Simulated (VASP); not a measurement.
Here is a VASP 6.6.1 calculation.

File INCAR:

```
ALGO     = Normal         # electronic algorithm
EDIFF    = 1E-7           # SCF threshold, eV
ENCUT    = 520            # plane-wave cutoff, eV
GGA      = PE             # functional
ISIF     = 2              # what is computed and relaxed
ISMEAR   = -1             # smearing method
LASPH    = T              # aspherical terms in the spheres
LCHARG   = F              # write CHGCAR
LREAL    = F              # projectors in reciprocal space
LWAVE    = F              # write WAVECAR
NBANDS   = 18             # bands
NELM     = 80             # most SCF steps
PREC     = Accurate       # precision mode
SIGMA    = 0.05           # smearing width, eV
```

KPOINTS

```
k-points
0
Gamma
  12 12 12
```

Contents of POSCAR:

```
ZnAu
1.0
    3.0936507106      0.0000000000      0.0000000000
    0.0000000000      3.0936507106      0.0000000000
    0.0000000000      0.0000000000      3.0936507106
Zn Au
1 1
Direct
    0.5000000000      0.5000000000      0.5000000000
    0.0000000000      0.0000000000      0.0000000000
```

Potentials or basis: VASP PAW PBE potentials, release 64 (Zn, Au).

Command:

```bash
$ cat potpaw_PBE.64/Zn/POTCAR potpaw_PBE.64/Au/POTCAR > POTCAR
$ mpirun -np 1 vasp_std > vasp.out
```

Problem. What does it give for the pressure?

Solution. 13.4 GPa.

Problem. Predict the band gap on the k mesh.

Solution. Zero (an odd number of electrons rules out a gap without spin polarisation).

Caveat: the cell stands under pressure; spin-orbit coupling is left out, which moves the levels of the heavy elements.
